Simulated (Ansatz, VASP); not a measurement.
## Cu4Au3 in VASP and in Ansatz

```
Cu Au
1.0
     2.80000    0.00000    0.00000
     0.00000    2.80000    0.00000
     0.00000    0.00000   26.01000
Cu Au
4 3
Cartesian
  1.4000 1.4000 7.5000
  1.4000 1.4000 11.1700
  1.4000 1.4000 14.8400
  1.4000 1.4000 18.5100
  0.0000 0.0000 9.3350
  0.0000 0.0000 13.0050
  0.0000 0.0000 16.6750
```

Alike in both runs: task single point; functional PBE; k mesh 9 × 9 × 1; occupations fermi-dirac, width 0.05 eV; no spin polarisation.

```csv
,VASP,Ansatz
version,VASP 6.6.1,Ansatz 0.2.0
potentials or method,"VASP PAW PBE potentials, release 64 (Cu, Au)",Ansatz PAW
plane-wave cutoff (eV),520,420
valence electrons in the cell,77,133
```

```csv
,VASP,Ansatz,Ansatz less VASP
gap on the k mesh at the Fermi level (eV),none,none,-
rms of the force components (eV/Å),0.105,0.106,+0.0004
```

A gap of «none» marks a metal or a gap that the smearing closes. VASP's potentials hold 77 valence electrons a cell and Ansatz's 133, so a difference there can come from the potentials and not from the codes.

Spin-orbit coupling is off throughout.
